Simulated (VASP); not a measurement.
# MoS2 (R3m) in VASP: settings compared

MoS2 is run at these levels: PBE, r2SCAN; tasks: single point.

Everything below comes from runs of VASP 6.6.1. Logs are shortened: lines on timing, memory, paths and dates and some standing lists are left out, and cuts for length are marked.

## 1. The cell of the first run

Symmetry: R3m, No. 160, trigonal system. The conventional cell has a = 3.175 Å, b = 3.175 Å, c = 18.582 Å, α = 90.00°, β = 90.00°, γ = 120.00°. Mo (site symmetry 3m) has 6 S at 2.40 Å and 6 Mo at 3.18 Å within 3.2 Å. Within 3.2 Å of S (site symmetry 3m) lie 3 Mo at 2.40 Å and 7 S at 3.11 to 3.18 Å. S (site symmetry 3m) has 3 Mo at 2.40 Å and 7 S at 3.11 to 3.18 Å within 3.2 Å.

## 2. Single point, PBE

INCAR reads:

```
ALGO = Normal ; EDIFF = 1E-6
ENCUT = 520 ; GGA = PE
ISIF = 2 ; ISMEAR = 0
LASPH = T ; LCHARG = F
LREAL = F ; LWAVE = F
NBANDS = 20 ; NELM = 80
PREC = Accurate ; SIGMA = 0.01
```

KPOINTS reads:

```
k-points
0
Gamma
  6 6 6
```

POSCAR reads:

```
MoS2
1.0
    1.5875907341      0.9165959377      6.1939395585
   -1.5875907341      0.9165959377      6.1939395585
    0.0000000000     -1.8331918754      6.1939395585
Mo S
1 2
Direct
   -0.0000146006     -0.0000146006     -0.0000146006
    0.4170015125      0.4170015125      0.4170015125
    0.2496797548      0.2496797548      0.2496797548
```

Potentials or basis: VASP PAW PBE potentials, release 64 (Mo_sv, S).

On the command line:

```bash
> cat potpaw_PBE.64/Mo_sv/POTCAR potpaw_PBE.64/S/POTCAR > POTCAR
> mpirun -np 1 vasp_std > vasp.out
```

OUTCAR:

```text
EDIFF = 1E-6
   ENCUT = 520
   GGA = PE
   ISIF = 2
   ISMEAR = 0
   LASPH = T
   LREAL = F
   NELM = 80
   PREC = Accurate

 ion  position               nearest neighbor table
   1  1.000  1.000  1.000-   3 2.40   3 2.40   3 2.40   2 2.40   2 2.40   2 2.40
   2  0.417  0.417  0.417-   1 2.40   1 2.40   1 2.40
   3  0.250  0.250  0.250-   1 2.40   1 2.40   1 2.40

  LATTYP: Found a trigonal (rhomboedric) cell.
 ALAT       =     6.4595262757
 COS(alpha) =     0.8791891977

  Lattice vectors:

 A1 = (   1.5875907341,   0.9165959377,   6.1939395585)
 A2 = (  -1.5875907341,   0.9165959377,   6.1939395585)
 A3 = (   0.0000000000,  -1.8331918754,   6.1939395585)

Analysis of symmetry for initial positions (statically):
=====================================================================
 Subroutine PRICEL returns:
 Original cell was already a primitive cell.

 Routine SETGRP: Setting up the symmetry group for a
 trigonal (rhombohedral) supercell.

 Subroutine GETGRP returns: Found  6 space group operations
 (whereof  6 operations were pure point group operations)
 out of a pool of 12 trial point group operations.

The static configuration has the point symmetry C_3v.

Analysis of symmetry for dynamics (positions and initial velocities):
=====================================================================
 Subroutine PRICEL returns:
 Original cell was already a primitive cell.

 Routine SETGRP: Setting up the symmetry group for a
 trigonal (rhombohedral) supercell.

 Subroutine GETGRP returns: Found  6 space group operations
 (whereof  6 operations were pure point group operations)
 out of a pool of 12 trial point group operations.

The dynamic configuration has the point symmetry C_3v.

 Subroutine INISYM returns: Found  6 space group operations
 (whereof  6 operations are pure point group operations),
 and found     1 'primitive' translations

----------------------------------------------------------------------------------------

                                     Primitive cell

  volume of cell :      54.0798

  direct lattice vectors                    reciprocal lattice vectors
     1.587590734  0.916595938  6.193939559     0.314942629  0.181832212  0.053816046
    -1.587590734  0.916595938  6.193939559    -0.314942629  0.181832212  0.053816046
     0.000000000 -1.833191875  6.193939559     0.000000000 -0.363664424  0.053816046

  length of vectors
     6.459526276  6.459526276  6.459526276     0.367624781  0.367624781  0.367624781

  position of ions in fractional coordinates (direct lattice)
     0.999985399  0.999985399  0.999985399
     0.417001513  0.417001513  0.417001513
     0.249679755  0.249679755  0.249679755

  ion indices of the primitive-cell ions
   primitive index   ion index
                 1           1
                 2           2
                 3           3

----------------------------------------------------------------------------------------

 KPOINTS: k-points

Automatic generation of k-mesh.
 Grid dimensions read from file:
 generate k-points for:    6    6    6

 Generating k-lattice:

  Cartesian coordinates                     Fractional coordinates (reciprocal lattice)
     0.052490438  0.030305369  0.008969341     0.166666667 -0.000000000 -0.000000000
    -0.052490438  0.030305369  0.008969341    -0.000000000  0.166666667 -0.000000000
     0.000000000 -0.060610737  0.008969341    -0.000000000 -0.000000000  0.166666667

  Length of vectors
     0.061270797  0.061270797  0.061270797

  Shift w.r.t. Gamma in fractional coordinates (k-lattice)
     0.000000000  0.000000000  0.000000000

 Subroutine IBZKPT returns following result:
 ===========================================

 Found     32 irreducible k-points:

 Following reciprocal coordinates:
            Coordinates               Weight
  0.000000  0.000000  0.000000      1.000000
  0.166667  0.000000  0.000000      6.000000
  0.333333  0.000000  0.000000      6.000000
  0.500000  0.000000  0.000000      3.000000
  0.166667  0.166667 -0.000000      6.000000
  0.333333  0.166667  0.000000     12.000000
[... 16 lines left out ...]
  0.500000  0.500000  0.166667      6.000000
 -0.333333  0.500000  0.166667     12.000000
 [... further k-points ...]
   k-points           NKPTS =     32   k-points in BZ     NKDIM =     32   number of bands    NBANDS=     20
   number of dos      NEDOS =    301   number of ions     NIONS =      3
   total plane-waves  NPLWV = 110592
   dimension x,y,z NGX =    48 NGY =   48 NGZ =   48
   dimension x,y,z NGXF=    96 NGYF=   96 NGZF=   96
   ions per type =               1   2
   NGX,Y,Z   is equivalent  to a cutoff of  12.35, 12.35, 12.35 a.u.
   NGXF,Y,Z  is equivalent  to a cutoff of  24.71, 24.71, 24.71 a.u.
 SYSTEM =  unknown system
   PREC   = accura    normal or accurate (medium, high low for compatibility)
   ISTART =      0    job   : 0-new  1-cont  2-samecut
   ICHARG =      2    charge: 1-file 2-atom 10-const
   ISPIN  =      1    spin polarized calculation?
   LNONCOLLINEAR =      F non collinear calculations
   LSORBIT =      F    spin-orbit coupling
   LASPH  =      T    aspherical Exc in radial PAW
   ENCUT  =  520.0 eV  38.22 Ry    6.18 a.u.  12.01 12.01 12.01*2*pi/ulx,y,z
   NELM   =     80;   NELMIN=  2; NELMDL= -5     # of ELM steps
   EDIFF  = 0.1E-05   stopping-criterion for ELM
   LREAL  =      F    real-space projection
   EDIFFG = 0.1E-04   stopping-criterion for IOM
   NSW    =      0    number of steps for IOM
   IBRION =     -1    ionic relax: 0-MD 1-quasi-New 2-CG
   NFREE  =      0    steps in history (QN), initial steepest desc. (CG)
   ISIF   =      2    stress and relaxation
   ISYM   =      2    0-nonsym 1-usesym 2-fastsym
   POTIM  = 0.5000    time-step for ionic-motion
   TEBEG  =    0.0;   TEEND  =   0.0 temperature during run
   PSTRESS=    0.0 pullay stress
   NELECT =      26.0000    total number of electrons
   NUPDOWN=      -1.0000    fix difference up-down
   EMIN   =  10.00;   EMAX   =-10.00  energy-range for DOS
   EFERMI =   0.00;   METHOD = LEGACY
   ISMEAR =     0;   SIGMA  =   0.01  broadening in eV -4-tet -1-fermi 0-gaus
   EFERMI_NEDOS =   21; number of points for ismear=-14 and -15
   IALGO  =     38    algorithm
   IMIX   =      4    mixing-type and parameters
     AMIX     =   0.40;   BMIX     =  1.00
     AMIX_MAG =   1.60;   BMIX_MAG =  1.00
  volume/ion in A,a.u.               =      18.03       121.65
  Fermi-wavevector in a.u.,A,eV,Ry     =   1.282491  2.423557 22.378639  1.644784
  Thomas-Fermi vector in A             =   2.414800
   LORBIT       =      0    0 simple, 1 ext, 2 COOP (PROOUT), +10 PAW based schemes
   GGA     = PE    functional components
   LHFCALC =     F    Hartree Fock is set to
   AEXX    =    0.0000 exact exchange contribution
   IVDW    =     0    specifies the selected vdW correction
   LEPSILON=     F    determine dielectric tensor
   LRPA    =     F    only Hartree local field effects (RPA)
 non-spin polarized calculation
 Gauss-broadening in eV      SIGMA  =   0.01
  energy-cutoff  :      520.00
  volume of cell :       54.08
 maximum number of plane-waves:      1469
   NGX = 23   NGY = 23   NGZ = 23

 number of electron      25.9999998 magnetization

 Free energy of the ion-electron system (eV)
  ---------------------------------------------------
  ext. energy  EPLUGINS =         0.00000000
  ---------------------------------------------------
  free energy    TOTEN  =       -21.81307823 eV

  energy without entropy =      -21.81307823  energy(sigma->0) =      -21.81307823

 E-fermi :   7.6298     XC(G=0): -10.7471

 val. band max:        7.3987426051   @ k =   0.5000   0.5000   0.5000
 cond. band min:       8.3675167013   @ k =  -0.1667   0.1667   0.0000
 fundamental gap:      0.9687740962
 Fermi energy:         7.6298119498

 k-point     1 :       0.0000    0.0000    0.0000
  band No.  band energies     occupation
      1     -54.1370      2.00000
      2     -28.2887      2.00000
      3     -28.0724      2.00000
      4     -28.0724      2.00000
      5      -7.5591      2.00000
      6      -5.9112      2.00000
[... 12 lines left out ...]
     19      15.5266      0.00000
     20      15.8816      0.00000

 k-point     2 :       0.1667    0.0000    0.0000
  band No.  band energies     occupation
      1     -54.1273      2.00000
      2     -28.2694      2.00000
      3     -28.1700      2.00000
      4     -28.0947      2.00000
      5      -7.1513      2.00000
      6      -5.7816      2.00000
[... 12 lines left out ...]
     19      16.0246      0.00000
     20      16.5693      0.00000

 k-point     3 :       0.3333    0.0000    0.0000
  band No.  band energies     occupation
      1     -54.1079      2.00000
      2     -28.3609      2.00000
      3     -28.2308      2.00000
      4     -28.1389      2.00000
      5      -6.1937      2.00000
      6      -5.4835      2.00000
[... 12 lines left out ...]
     19      14.8218      0.00000
     20      15.2216      0.00000

 k-point     4 :       0.5000    0.0000    0.0000
  band No.  band energies     occupation
      1     -54.0981      2.00000
      2     -28.4542      2.00000
      3     -28.2113      2.00000
      4     -28.1608      2.00000
      5      -5.5882      2.00000
      6      -5.3149      2.00000
[... 12 lines left out ...]
     19      14.2553      0.00000
     20      14.8014      0.00000

 k-point     5 :       0.1667    0.1667   -0.0000
  band No.  band energies     occupation
      1     -54.1273      2.00000
      2     -28.2694      2.00000
      3     -28.1700      2.00000
      4     -28.0947      2.00000
      5      -7.1349      2.00000
      6      -5.8095      2.00000
[... 12 lines left out ...]
     19      16.0887      0.00000
     20      16.4726      0.00000

 k-point     6 :       0.3333    0.1667    0.0000
  band No.  band energies     occupation
      1     -54.1127      2.00000
      2     -28.2957      2.00000
      3     -28.2405      2.00000
      4     -28.1464      2.00000
      5      -6.4326      2.00000
      6      -5.5982      2.00000
[... 12 lines left out ...]
     19      15.8419      0.00000
     20      16.4501      0.00000

 k-point     7 :       0.5000    0.1667   -0.0000
  band No.  band energies     occupation
      1     -54.0981      2.00000
      2     -28.4066      2.00000
      3     -28.2114      2.00000
      4     -28.2104      2.00000
      5      -5.5972      2.00000
      6      -5.3123      2.00000
[... 12 lines left out ...]
     19      15.5879      0.00000
     20      15.9982      0.00000
[... 277 lines left out ...]
 k-point    20 :       0.5000    0.3333    0.1667
  band No.  band energies     occupation
      1     -54.1127      2.00000
      2     -28.2957      2.00000
      3     -28.2405      2.00000
      4     -28.1464      2.00000
      5      -6.3343      2.00000
      6      -5.7279      2.00000
[... 12 lines left out ...]
     19      16.0373      0.00000
     20      16.6237      0.00000

 k-point    21 :      -0.3333    0.3333    0.1667
  band No.  band energies     occupation
      1     -54.0982      2.00000
      2     -28.4066      2.00000
      3     -28.2114      2.00000
      4     -28.2104      2.00000
      5      -5.5450      2.00000
      6      -5.3706      2.00000
[... 12 lines left out ...]
     19      15.8395      0.00000
     20      16.0703      0.00000

 k-point    22 :      -0.1667    0.3333    0.1667
  band No.  band energies     occupation
      1     -54.0981      2.00000
      2     -28.4066      2.00000
      3     -28.2114      2.00000
      4     -28.2104      2.00000
      5      -5.6061      2.00000
      6      -5.3048      2.00000
[... 12 lines left out ...]
     19      15.5043      0.00000
     20      16.0778      0.00000

 k-point    23 :       0.5000    0.5000    0.1667
  band No.  band energies     occupation
      1     -54.1079      2.00000
      2     -28.3609      2.00000
      3     -28.2308      2.00000
      4     -28.1389      2.00000
      5      -6.0478      2.00000
      6      -5.6655      2.00000
[... 12 lines left out ...]
     19      15.0657      0.00000
     20      15.9989      0.00000

 k-point    24 :      -0.3333    0.5000    0.1667
  band No.  band energies     occupation
      1     -54.0981      2.00000
      2     -28.4066      2.00000
      3     -28.2114      2.00000
      4     -28.2104      2.00000
      5      -5.5097      2.00000
      6      -5.4096      2.00000
[... 12 lines left out ...]
     19      15.5691      0.00000
     20      15.9409      0.00000

 [... further k-points ...]
[... 5 lines left out ...]
  --------------------------------------------------------------------------------------
  -------------------------------------------------------------------------------------
  Total        0.6111434      0.6111434      1.0691962      0.0000000      0.0000000      0.0000000
  in kB       18.1058528     18.1058528     31.6762148      0.0000000      0.0000000      0.0000000
  external PRESSURE =      22.6293068 kB  Pullay stress =       0.0000000 kB

 VOLUME and BASIS-vectors are now :
 -----------------------------------------------------------------------------
  energy-cutoff  :      520.00
  volume of cell :       54.08
      direct lattice vectors                 reciprocal lattice vectors
     1.587590734  0.916595938  6.193939559     0.314942629  0.181832212  0.053816046
    -1.587590734  0.916595938  6.193939559    -0.314942629  0.181832212  0.053816046
     0.000000000 -1.833191875  6.193939559     0.000000000 -0.363664424  0.053816046

 POSITION                                       TOTAL-FORCE (eV/Angst)
 -----------------------------------------------------------------------------------
      0.00000      0.00000     18.58155         0.000000      0.000000      0.001352
      0.00000      0.00000      7.74865         0.000000     -0.000000      0.101388
      0.00000      0.00000      4.63950         0.000000      0.000000     -0.102740
 -----------------------------------------------------------------------------------
    total drift:                               -0.000000      0.000000     -0.000053

  FREE ENERGIE OF THE ION-ELECTRON SYSTEM (eV)
  ---------------------------------------------------
  free  energy   TOTEN  =       -21.8130782295 eV

  energy  without entropy=      -21.8130782295  energy(sigma->0) =      -21.81307823
```

Wall time 2.7 min (1 thread of Intel Xeon 8259CL, shared host); peak memory 0.31 GiB.

What came out:

| Property | Result |
| --- | --- |
| Free energy | -21.8131 eV |
| Pressure | 2.3 GPa |
| Largest force | 0.103 eV/Å |
| Band gap on the k mesh | 0.97 eV (least direct gap 1.69 eV) |

Forces in eV/Å, atoms in the order of the input:
```
Mo   0.000  0.000  0.001
S    0.000  0.000  0.101
S    0.000  0.000 -0.103
```

Stress tensor (GPa, compression positive):
```
1.81 0.00 0.00
0.00 1.81 0.00
0.00 0.00 3.17
```

Levels at points of the mesh, in eV from the valence-band top:
```
           k point  band 11  band 12  band 13  band 14  band 15  band 16
(0.00, 0.00, 0.00)    -2.23    -1.25    -1.12     2.04     2.04     2.41
(0.50, 0.00, 0.00)    -2.33    -1.60    -1.42     1.60     2.02     3.46
(0.50, 0.50, 0.00)    -2.87    -1.78    -1.26     1.56     2.14     3.02
(0.50, 0.50, 0.50)    -2.21    -2.21     0.00     2.13     2.13     2.29
```

[end of part 1 of 2]
